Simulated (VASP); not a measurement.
Set up this calculation in VASP 6.6.1, as the native input.

```yaml
Task: single point
Functional: PBE
Dispersion: D3(BJ)
Potentials_or_basis: VASP PAW PBE potentials, release 64 (O, H, Na_sv, Br)
Cutoff: 840 eV
k_mesh: 1 × 1 × 1
Occupations: fermi-dirac, width 0.05 eV
Spin: no spin polarisation
Dipole_correction: no
Further_INCAR_settings: LREAL = Auto; ALGO = Normal; EDIFF = 1e-06; NBANDS = 48
```

The structure of NaH12BrO6 lies in POSCAR:

```
NaH12BrO6
1.0
    6.6282230000      0.0000000000      0.0000000000
    0.0000000000      6.6282230000      0.0000000000
    0.0000000000      0.0000000000      6.6282230000
O H Na Br
6 12 1 1
Direct
    0.5488577839      0.3060748429      0.0133285033
    0.0354699043      0.3079898164      0.8724318558
    0.6030701163      0.7848506928      0.5803758939
    0.3025045935      0.1004008742      0.4676830071
    0.9576340457      0.7396492957      0.3095435450
    0.2163293489      0.9481507122      0.9773874956
    0.6195332255      0.4159512000     -0.0539964757
    0.6286885422      0.2882315063      0.1384085093
    0.1042276249      0.4370733108      0.8623817336
   -0.0409225878      0.2991725819      0.7435212283
    0.4944064178      0.7902585398      0.4819676111
    0.7268701828      0.7739458721      0.4984085120
    0.3910601583      0.2021419193      0.4074504585
    0.1647644954      0.1508236281      0.4474525854
    0.9364599111      0.5926846071      0.3069140921
    0.9299554763      0.7846519550      0.1720892668
    0.1484803090      1.0810129582      0.9597146315
    0.2248280981      0.9304087786      1.1231640323
    0.4912669833      1.0536748851      0.7716343368
    0.7995456705      0.2942664235      0.4424042773
```

The input as run:

INCAR

```
SYSTEM = NaH12BrO6
PREC = Accurate
ENCUT = 840
EDIFF = 1E-6
ISMEAR = -1
SIGMA = 0.05
LREAL = Auto
LASPH = .TRUE.
NELM = 120
ALGO = Normal
ISIF = 2
LWAVE = .FALSE.
LCHARG = .TRUE.
GGA = PE
IVDW = 12
LELF = .TRUE.
LVHAR = .TRUE.
NBANDS = 48
GGA_COMPAT = .FALSE.
```

KPOINTS

```
regular mesh
0
G
  1 1 1
  0 0 0
```

Potentials or basis: VASP PAW PBE potentials, release 64 (O, H, Na_sv, Br).

Launch:

```sh
$ cat potpaw_PBE.64/O/POTCAR potpaw_PBE.64/H/POTCAR potpaw_PBE.64/Na_sv/POTCAR potpaw_PBE.64/Br/POTCAR > POTCAR
$ mpirun -np 1 vasp_gam > vasp.out
```

It gave:

```
Pressure                   : -0.3 GPa
Largest force              : 0.308 eV/Å
Dispersion energy per atom : -0.039 eV
```

Caveat: the k points lie up to 0.95 Å⁻¹ apart, too coarse for converged energies, forces and pressures.

Wall time 55 s on 1 thread of Intel(R) Xeon(R) Platinum 8559C (Emerald Rapids) (shared host), peak memory 0.53 GiB.
